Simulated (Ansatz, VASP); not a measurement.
# Two plane-wave programs on CaO

```xyz
2
Lattice="0.0000 2.3732 2.3732 2.3732 0.0000 2.3732 2.3732 2.3732 0.0000" Properties=species:S:1:pos:R:3 pbc="T T T"
Ca    0.0000    0.0000    0.0000
O     2.3732    2.3732    2.3732
```

Alike in both runs: task single point; functional r2SCAN; k mesh 8 × 8 × 8; occupations gaussian, width 0.02 eV; no spin polarisation.

|  | VASP | Ansatz |
| --- | --- | --- |
| version | VASP 6.6.1 | Ansatz 0.2.0 |
| potentials or method | VASP PAW PBE potentials, release 64 (Ca_sv, O), cutoff 520 eV | scalar-relativistic, plane waves, PAW |
| valence electrons in the cell | 16 | 16 |

```tsv
	VASP	Ansatz	Ansatz less VASP
gap on the k mesh at the Fermi level (eV)	4.18	4.19	+0.014
least direct gap on the mesh (eV)	4.54	4.56	+0.017
pressure (GPa)	5.0	3.8	-1.21
```

VASP's potentials were made for PBE, not for r2SCAN.
